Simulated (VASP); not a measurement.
# PtSe2 (P-3m1) in VASP: notebook

PtSe2 is run at these levels: PBE+D3(BJ); tasks: single point, relaxation of cell and atoms.

All numbers are computed with VASP 6.6.1; they aren't measurements. Logs are shortened: lines on timing, memory, paths and dates and some standing lists are left out, and cuts for length are marked.

### Step 1. The cell of the first run

The structure is trigonal, space group P-3m1 (No. 164). Conventional cell: a = 3.770 Å, b = 3.770 Å, c = 4.829 Å, α = 90.00°, β = 90.00°, γ = 120.00°. Within 3.3 Å of Pt (site symmetry -3m) lie 6 Se at 2.53 Å. Se (site symmetry 3m) has 3 Pt at 2.53 Å and 6 Se at 3.14 to 3.36 Å within 3.4 Å.

### Step 2. Single point, PBE+D3(BJ)

INCAR reads:

```
  PREC = Accurate
  ENCUT = 520
  EDIFF = 1E-7
  ISMEAR = 0
  SIGMA = 0.1
  LREAL = False
  LASPH = True
  NELM = 80
  ALGO = Normal
  ISIF = 2
  LWAVE = False
  LCHARG = False
  GGA = PE
  IVDW = 12
  NBANDS = 18
```

KPOINTS reads:

```
Automatic mesh
0
Gamma
  12 12 8
```

POSCAR reads:

```
PtSe2
1.0
    3.7702356801      0.0000000000      0.0000000000
   -1.8851178401      3.2651198772      0.0000000000
    0.0000000000      0.0000000000      4.8292938474
Pt Se
1 2
Direct
    0.0000000000      0.0000000000      0.0000000000
    0.3333333333      0.6666666667      0.2652821447
    0.6666666667      0.3333333333      0.7347178553
```

Potentials or basis: VASP PAW PBE potentials, release 64 (Pt, Se).

Run with:

```console
$ cat potpaw_PBE.64/Pt/POTCAR potpaw_PBE.64/Se/POTCAR > POTCAR
$ mpirun -np 1 vasp_std > vasp.out
```

OUTCAR:

```text
PREC = Accurate
   ENCUT = 520
   EDIFF = 1E-7
   ISMEAR = 0
   LREAL = False
   LASPH = True
   NELM = 80
   ISIF = 2
   GGA = PE
   IVDW = 12
 IVDW          = 12

 ion  position               nearest neighbor table
   1  0.000  0.000  0.000-   2 2.53   3 2.53   3 2.53   2 2.53   3 2.53   2 2.53
   2  0.333  0.667  0.265-   1 2.53   1 2.53   1 2.53
   3  0.667  0.333  0.735-   1 2.53   1 2.53   1 2.53

  LATTYP: Found a hexagonal cell.
 ALAT       =     3.7702356801
 C/A-ratio  =     1.2808997254

  Lattice vectors:

 A1 = (   3.7702356801,   0.0000000000,   0.0000000000)
 A2 = (  -1.8851178401,   3.2651198772,   0.0000000000)
 A3 = (   0.0000000000,   0.0000000000,   4.8292938474)

Analysis of symmetry for initial positions (statically):
=====================================================================
 Subroutine PRICEL returns:
 Original cell was already a primitive cell.

 Routine SETGRP: Setting up the symmetry group for a
 hexagonal supercell.

 Subroutine GETGRP returns: Found 12 space group operations
 (whereof 12 operations were pure point group operations)
 out of a pool of 24 trial point group operations.

The static configuration has the point symmetry D_3d.

Analysis of symmetry for dynamics (positions and initial velocities):
=====================================================================
 Subroutine PRICEL returns:
 Original cell was already a primitive cell.

 Routine SETGRP: Setting up the symmetry group for a
 hexagonal supercell.

 Subroutine GETGRP returns: Found 12 space group operations
 (whereof 12 operations were pure point group operations)
 out of a pool of 24 trial point group operations.

The dynamic configuration has the point symmetry D_3d.

 Subroutine INISYM returns: Found 12 space group operations
 (whereof 12 operations are pure point group operations),
 and found     1 'primitive' translations

----------------------------------------------------------------------------------------

                                     Primitive cell

  volume of cell :      59.4499

  direct lattice vectors                    reciprocal lattice vectors
     3.770235680  0.000000000  0.000000000     0.265235408  0.153133734  0.000000000
    -1.885117840  3.265119877  0.000000000     0.000000000  0.306267469  0.000000000
     0.000000000  0.000000000  4.829293847     0.000000000  0.000000000  0.207069611

  length of vectors
     3.770235680  3.770235680  4.829293847     0.306267469  0.306267469  0.207069611

  position of ions in fractional coordinates (direct lattice)
     0.000000000  0.000000000  0.000000000
     0.333333333  0.666666667  0.265282145
     0.666666667  0.333333333  0.734717855

  ion indices of the primitive-cell ions
   primitive index   ion index
                 1           1
                 2           2
                 3           3

----------------------------------------------------------------------------------------

 KPOINTS: Automatic mesh

Automatic generation of k-mesh.
 Grid dimensions read from file:
 generate k-points for:   12   12    8

 Generating k-lattice:

  Cartesian coordinates                     Fractional coordinates (reciprocal lattice)
     0.022102951  0.012761145  0.000000000     0.083333333 -0.000000000  0.000000000
     0.000000000  0.025522289  0.000000000     0.000000000  0.083333333  0.000000000
     0.000000000  0.000000000  0.025883701     0.000000000  0.000000000  0.125000000

  Length of vectors
     0.025522289  0.025522289  0.025883701

  Shift w.r.t. Gamma in fractional coordinates (k-lattice)
     0.000000000  0.000000000  0.000000000

 Subroutine IBZKPT returns following result:
 ===========================================

 Found    131 irreducible k-points:

 Following reciprocal coordinates:
            Coordinates               Weight
  0.000000  0.000000  0.000000      1.000000
  0.083333  0.000000  0.000000      6.000000
  0.166667  0.000000  0.000000      6.000000
  0.250000 -0.000000  0.000000      6.000000
  0.333333  0.000000  0.000000      6.000000
  0.416667  0.000000  0.000000      6.000000
[... 16 lines left out ...]
  0.166667  0.000000  0.125000      6.000000
  0.000000  0.166667  0.125000      6.000000
 [... further k-points ...]
   k-points           NKPTS =    131   k-points in BZ     NKDIM =    131   number of bands    NBANDS=     18
   number of dos      NEDOS =    301   number of ions     NIONS =      3
   total plane-waves  NPLWV =  28224
   dimension x,y,z NGX =    28 NGY =   28 NGZ =   36
   dimension x,y,z NGXF=    56 NGYF=   56 NGZF=   72
   ions per type =               1   2
   NGX,Y,Z   is equivalent  to a cutoff of  12.35, 12.35, 12.39 a.u.
   NGXF,Y,Z  is equivalent  to a cutoff of  24.69, 24.69, 24.79 a.u.
 SYSTEM =  unknown system
   PREC   = accura    normal or accurate (medium, high low for compatibility)
   ISTART =      0    job   : 0-new  1-cont  2-samecut
   ICHARG =      2    charge: 1-file 2-atom 10-const
   ISPIN  =      1    spin polarized calculation?
   LNONCOLLINEAR =      F non collinear calculations
   LSORBIT =      F    spin-orbit coupling
   LASPH  =      T    aspherical Exc in radial PAW
   ENCUT  =  520.0 eV  38.22 Ry    6.18 a.u.   7.01  7.01  8.98*2*pi/ulx,y,z
   NELM   =     80;   NELMIN=  2; NELMDL= -5     # of ELM steps
   EDIFF  = 0.1E-06   stopping-criterion for ELM
   LREAL  =      F    real-space projection
   EDIFFG = 0.1E-05   stopping-criterion for IOM
   NSW    =      0    number of steps for IOM
   IBRION =     -1    ionic relax: 0-MD 1-quasi-New 2-CG
   NFREE  =      0    steps in history (QN), initial steepest desc. (CG)
   ISIF   =      2    stress and relaxation
   ISYM   =      2    0-nonsym 1-usesym 2-fastsym
   POTIM  = 0.5000    time-step for ionic-motion
   TEBEG  =    0.0;   TEEND  =   0.0 temperature during run
   PSTRESS=    0.0 pullay stress
   NELECT =      22.0000    total number of electrons
   NUPDOWN=      -1.0000    fix difference up-down
   EMIN   =  10.00;   EMAX   =-10.00  energy-range for DOS
   EFERMI =   0.00;   METHOD = LEGACY
   ISMEAR =     0;   SIGMA  =   0.10  broadening in eV -4-tet -1-fermi 0-gaus
   EFERMI_NEDOS =   21; number of points for ismear=-14 and -15
   IALGO  =     38    algorithm
   IMIX   =      4    mixing-type and parameters
     AMIX     =   0.40;   BMIX     =  1.00
     AMIX_MAG =   1.60;   BMIX_MAG =  1.00
  volume/ion in A,a.u.               =      19.82       133.73
  Fermi-wavevector in a.u.,A,eV,Ry     =   1.175345  2.221080 18.795571  1.381435
  Thomas-Fermi vector in A             =   2.311727
   LORBIT       =      0    0 simple, 1 ext, 2 COOP (PROOUT), +10 PAW based schemes
   GGA     = PE    functional components
   LHFCALC =     F    Hartree Fock is set to
   AEXX    =    0.0000 exact exchange contribution
   IVDW    =    12    specifies the selected vdW correction
   LEPSILON=     F    determine dielectric tensor
   LRPA    =     F    only Hartree local field effects (RPA)
 non-spin polarized calculation
 Gauss-broadening in eV      SIGMA  =   0.10
  energy-cutoff  :      520.00
  volume of cell :       59.45
 maximum number of plane-waves:      1620
   NGX = 13   NGY = 13   NGZ = 17

 number of electron      21.9999997 magnetization

 Free energy of the ion-electron system (eV)
  ---------------------------------------------------
  ext. energy  EPLUGINS =         0.00000000
  ---------------------------------------------------
  free energy    TOTEN  =       -14.19866505 eV

  energy without entropy =      -14.19473876  energy(sigma->0) =      -14.19670190

 E-fermi :   6.7118     XC(G=0): -10.8186

 val. band max:        6.6832092214   @ k =  -0.1667   0.5000   0.1250
 cond. band min:       6.7440822965   @ k =   0.3333   0.2500   0.0000
 fundamental gap:      0.0608730751
 Fermi energy:         6.7118156838

 k-point     1 :       0.0000    0.0000    0.0000
  band No.  band energies     occupation
      1      -8.9583      2.00000
      2      -5.8723      2.00000
      3      -0.4105      2.00000
      4       0.4793      2.00000
      5       0.4793      2.00000
      6       2.9136      2.00000
[... 10 lines left out ...]
     17      13.9805      0.00000
     18      18.4679      0.00000

 k-point     2 :       0.0833    0.0000    0.0000
  band No.  band energies     occupation
      1      -8.8834      2.00000
      2      -5.9163      2.00000
      3      -0.3164      2.00000
      4       0.5283      2.00000
      5       0.5527      2.00000
      6       2.8134      2.00000
[... 10 lines left out ...]
     17      14.2069      0.00000
     18      17.2596      0.00000

 k-point     3 :       0.1667    0.0000    0.0000
  band No.  band energies     occupation
      1      -8.6659      2.00000
      2      -6.0382      2.00000
      3      -0.0463      2.00000
      4       0.6658      2.00000
      5       0.7616      2.00000
      6       2.4126      2.00000
[... 10 lines left out ...]
     17      14.7538      0.00000
     18      15.8911      0.00000

 k-point     4 :       0.2500   -0.0000    0.0000
  band No.  band energies     occupation
      1      -8.3277      2.00000
      2      -6.2164      2.00000
      3       0.3477      2.00000
      4       0.8599      2.00000
      5       1.0263      2.00000
      6       1.6937      2.00000
[... 10 lines left out ...]
     17      14.9156      0.00000
     18      15.1104      0.00000

 k-point     5 :       0.3333    0.0000    0.0000
  band No.  band energies     occupation
      1      -7.9098      2.00000
      2      -6.4338      2.00000
      3       0.4006      2.00000
      4       0.9954      2.00000
      5       1.0500      2.00000
      6       1.7550      2.00000
[... 10 lines left out ...]
     17      14.4434      0.00000
     18      15.4353      0.00000

 k-point     6 :       0.4167    0.0000    0.0000
  band No.  band energies     occupation
      1      -7.4758      2.00000
      2      -6.6888      2.00000
      3      -0.1680      2.00000
      4       1.1700      2.00000
      5       1.3763      2.00000
      6       2.3655      2.00000
[... 10 lines left out ...]
     17      14.0493      0.00000
     18      16.7244      0.00000

 k-point     7 :       0.5000   -0.0000    0.0000
  band No.  band energies     occupation
      1      -7.1805      2.00000
      2      -6.9103      2.00000
      3      -0.4004      2.00000
      4       1.2059      2.00000
      5       1.5747      2.00000
      6       2.8232      2.00000
[... 10 lines left out ...]
     17      13.9081      0.00000
     18      17.8774      0.00000

 k-point     8 :       0.0833    0.0833    0.0000
  band No.  band energies     occupation
      1      -8.7372      2.00000
      2      -5.9988      2.00000
      3      -0.1345      2.00000
      4       0.6245      2.00000
      5       0.6910      2.00000
      6       2.6622      2.00000
[... 10 lines left out ...]
     17      14.6793      0.00000
     18      16.1017      0.00000
[... 229 lines left out ...]
     17      15.2063      0.00000
     18      17.2892      0.00000

 k-point    20 :       0.0000    0.0000    0.1250
  band No.  band energies     occupation
      1      -8.8825      2.00000
      2      -6.0679      2.00000
      3      -0.1516      2.00000
      4       0.4935      2.00000
      5       0.4935      2.00000
      6       2.9044      2.00000
[... 10 lines left out ...]
     17      13.9151      0.00000
     18      17.8780      0.00000

 k-point    21 :       0.0833    0.0000    0.1250
  band No.  band energies     occupation
      1      -8.8082      2.00000
      2      -6.1003      2.00000
      3      -0.1147      2.00000
      4       0.5653      2.00000
      5       0.5827      2.00000
      6       2.8246      2.00000
[... 10 lines left out ...]
     17      13.9461      0.00000
     18      16.5374      0.00000

 k-point    22 :       0.0000    0.0833    0.1250
  band No.  band energies     occupation
      1      -8.8093      2.00000
      2      -6.0960      2.00000
      3      -0.1359      2.00000
      4       0.5179      2.00000
      5       0.6405      2.00000
      6       2.7677      2.00000
[... 10 lines left out ...]
     17      14.4575      0.00000
     18      16.4572      0.00000

 k-point    23 :       0.1667    0.0000    0.1250
  band No.  band energies     occupation
      1      -8.5904      2.00000
      2      -6.2000      2.00000
      3       0.0618      2.00000
      4       0.7252      2.00000
      5       0.8259      2.00000
      6       2.5045      2.00000
[... 10 lines left out ...]
     17      14.1263      0.00000
     18      15.2534      0.00000

 k-point    24 :       0.0000    0.1667    0.1250
  band No.  band energies     occupation
      1      -8.5992      2.00000
      2      -6.1695      2.00000
      3      -0.0767      2.00000
      4       0.6259      2.00000
      5       0.9912      2.00000
      6       2.2409      2.00000
[... 10 lines left out ...]
     17      15.3424      0.00000
     18      15.3887      0.00000

 [... further k-points ...]

------------------------ aborting loop because EDIFF is reached ----------------------------------------

 Edisp (eV)   -1.46894

 E8    (eV) :    -0.6311

  FORCE on cell =-STRESS in cart. coord.  units (eV):
  Direction    XX          YY          ZZ          XY          YZ          ZX
  --------------------------------------------------------------------------------------
  -------------------------------------------------------------------------------------
  Total       0.00475     0.00475    -0.03255    -0.00000     0.00000     0.00000
  in kB       0.12789     0.12789    -0.87729    -0.00000     0.00000     0.00000
  external pressure =       -0.21 kB  Pullay stress =        0.00 kB

 VOLUME and BASIS-vectors are now :
 -----------------------------------------------------------------------------
  energy-cutoff  :      520.00
  volume of cell :       59.45
      direct lattice vectors                 reciprocal lattice vectors
     3.770235680  0.000000000  0.000000000     0.265235408  0.153133734  0.000000000
    -1.885117840  3.265119877  0.000000000     0.000000000  0.306267469  0.000000000
     0.000000000  0.000000000  4.829293847     0.000000000  0.000000000  0.207069611

 POSITION                                       TOTAL-FORCE (eV/Angst)
 -----------------------------------------------------------------------------------
      0.00000      0.00000      0.00000         0.000000      0.000000      0.000000
     -0.00000      2.17675      1.28113        -0.000000     -0.000000      0.008688
      1.88512      1.08837      3.54817         0.000000      0.000000     -0.008688
 -----------------------------------------------------------------------------------
    total drift:                               -0.000000      0.000000      0.000000

  FREE ENERGIE OF THE ION-ELECTRON SYSTEM (eV)
  ---------------------------------------------------
  free  energy   TOTEN  =       -15.6676001753 eV

  energy  without entropy=      -15.6636738840  energy(sigma->0) =      -15.66563703
```

It took 83 s on 1 thread of AMD EPYC 7R13 (Zen 3), shared host; peak memory 0.26 GiB.

Results:

- Free energy: -15.6676 eV
- Pressure: 0.0 GPa
- Largest force: 0.009 eV/Å
- Band gap on the k mesh: zero (bands 11 and 12 overlap by 0.81 eV)
- Dispersion energy per atom: -0.490 eV

Forces on the atoms (eV/Å):
```
Pt   0.000  0.000  0.000
Se   0.000  0.000  0.009
Se   0.000  0.000 -0.009
```

Caveat: spin-orbit coupling is left out, which moves the levels of the heavy elements.

### Step 3. Relaxation of cell and atoms, PBE+D3(BJ)

This run uses another cell than the first one, of 19.90 Å³/atom.

INCAR reads:

```
PREC = Accurate
ENCUT = 600
EDIFF = 1E-6
ISMEAR = 0
SIGMA = 0.1
LREAL = False
LASPH = True
NELM = 60
ALGO = Normal
ISIF = 3
LWAVE = False
LCHARG = False
GGA = PE
IVDW = 12
IBRION = 2
NSW = 90
EDIFFG = -0.02
```

KPOINTS is that of step 2.

POSCAR reads:

```
PtSe2
1.0
    3.7644458745      0.0000000000      0.0000000000
   -1.8822229373      3.2601057585      0.0000000000
    0.0000000000      0.0000000000      4.8652984078
Pt Se
1 2
Direct
    0.0000000000      0.0000000000      0.0000000000
    0.3333333333      0.6666666667      0.2644373556
    0.6666666667      0.3333333333      0.7355626444
```

Potentials or basis: VASP PAW PBE potentials, release 64 (Pt, Se).

Run with:

```console
$ cat potpaw_PBE.64/Pt/POTCAR potpaw_PBE.64/Se/POTCAR > POTCAR
$ mpirun -np 1 vasp_std > vasp.out
```

Wall time 4 min (1 thread of AMD EPYC 7R13 (Zen 3), shared host); peak memory 0.29 GiB.

It converged, with:

```
Free energy                           : -15.6678 eV
Relaxed volume                        : 19.83 Å³/atom
Relaxed cell                          : a = 3.773 Å, b = 3.773 Å, c = 4.824 Å, α = 90.00°, β = 90.00°, γ = 120.00°
Space group after relaxing (to 0.1 Å) : P-3m1 (No. 164)
Energy gained by relaxing             : 0.2 meV/atom
Ionic steps                           : 6
Pressure after relaxing               : 0.0 GPa
Largest force after relaxing          : 0.018 eV/Å
Band gap on the k mesh                : zero (bands 11 and 12 overlap by 0.82 eV)
Dispersion energy per atom            : -0.489 eV
```

Forces in eV/Å, atoms in the order of the input:
```
Pt   0.000  0.000  0.000
Se   0.000  0.000  0.018
Se   0.000  0.000 -0.018
```

The path:
```csv
step,energy change (eV),largest force (eV/Å),pressure (GPa),volume (Å³)
1,0.0000,0.0032,-0.07,59.71
2,-0.0003,0.0176,0.00,59.63
3,-0.0006,0.0471,0.15,59.48
4,-0.0007,0.0163,-0.17,59.54
5,-0.0007,0.0246,-0.07,59.52
6,-0.0007,0.0179,-0.05,59.48
```

Final structure:
```yaml
crystal:
  lattice:
    - [3.77303, 0.00000, 0.00000]
    - [-1.88652, 3.26754, 0.00000]
    - [0.00000, 0.00000, 4.82444]
  atoms:
    - { symbol: Pt, position: [0.00000, 0.00000, 0.00000] }
    - { symbol: Se, position: [0.33333, 0.66667, 0.26506] }
    - { symbol: Se, position: [0.66667, 0.33333, 0.73494] }
```

Levels at points of the mesh, in eV from the Fermi level:
```
           k point  band 9  band 10  band 11  band 12  band 13  band 14
(0.00, 0.00, 0.00)   -1.02    -1.02     0.77     1.07     1.07     3.35
(0.50, 0.00, 0.00)   -3.33    -3.26    -2.92     0.50     2.49     5.01
(0.00, 0.00, 0.50)   -1.72    -1.72    -1.71     2.32     2.32     4.98
(0.50, 0.00, 0.50)   -3.08    -2.60    -1.11     0.61     1.45     4.91
```

Caveat: spin-orbit coupling is left out, which moves the levels of the heavy elements.
